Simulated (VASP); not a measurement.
Input of a VASP 6.6.1 run:

Contents of INCAR:

```
PREC = Accurate
ENCUT = 520
EDIFF = 1E-7
ISMEAR = 0
SIGMA = 0.02
LREAL = F
LASPH = T
ALGO = Normal
NELM = 100
ISIF = 2
LWAVE = F
LCHARG = F
IVDW = 2
```

Contents of KPOINTS:

```
k-points
0
Gamma
  5 5 3
```

Contents of POSCAR:

```
CuI
1.0
    4.0901961900      0.0000000000      0.0000000000
    0.0000000000      4.0901961900      0.0000000000
    0.0000000000      0.0000000000      6.5514580400
I Cu
2 2
Direct
    0.0000000000      0.5000000000      0.7430343600
    0.5000000000      0.0000000000      0.2569656400
    0.0000000000      0.0000000000      0.0000000000
    0.5000000000      0.5000000000      0.0000000000
```

Potentials or basis: VASP PAW PBE potentials, release 64 (I, Cu).

Command:

```console
$ cat potpaw_PBE.64/I/POTCAR potpaw_PBE.64/Cu/POTCAR > POTCAR
$ mpirun -np 1 vasp_std > vasp.out
```

(1) Estimate the Hirshfeld charges.

(2) Estimate the largest force.

(3) Predict the pressure.

(4) What does it give for the dispersion energy per atom?

Results:

(1) I -0.06; Cu +0.06 e.

(2) 0.118 eV/Å.

(3) -0.1 GPa.

(4) -0.244 eV.
